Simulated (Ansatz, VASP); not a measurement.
## Two plane-wave programs on BN

```xyz
2
Lattice="0.0000 1.7940 1.7940 1.7940 0.0000 1.7940 1.7940 1.7940 0.0000" Properties=species:S:1:pos:R:3 pbc="T T T"
B     0.0000    0.0000    0.0000
N     0.8970    0.8970    0.8970
```

Alike in both runs: task single point; functional PBE; k mesh 12 × 12 × 12; occupations gaussian, width 0.02 eV; no spin polarisation.

|  | VASP | Ansatz |
| --- | --- | --- |
| version | VASP 6.6.1 | Ansatz 0.2.0 |
| potentials or method | VASP PAW PBE potentials, release 64 (B, N), cutoff 520 eV | scalar-relativistic, plane waves, PAW |
| valence electrons in the cell | 8 | 8 |

```csv
,VASP,Ansatz,Ansatz less VASP
gap on the k mesh at the Fermi level (eV),4.48,4.49,+0.010
least direct gap on the mesh (eV),8.93,8.94,+0.009
pressure (GPa),12.3,12.0,-0.34
```

With one functional, cell and mesh, what is left measures potentials, basis and numerics.
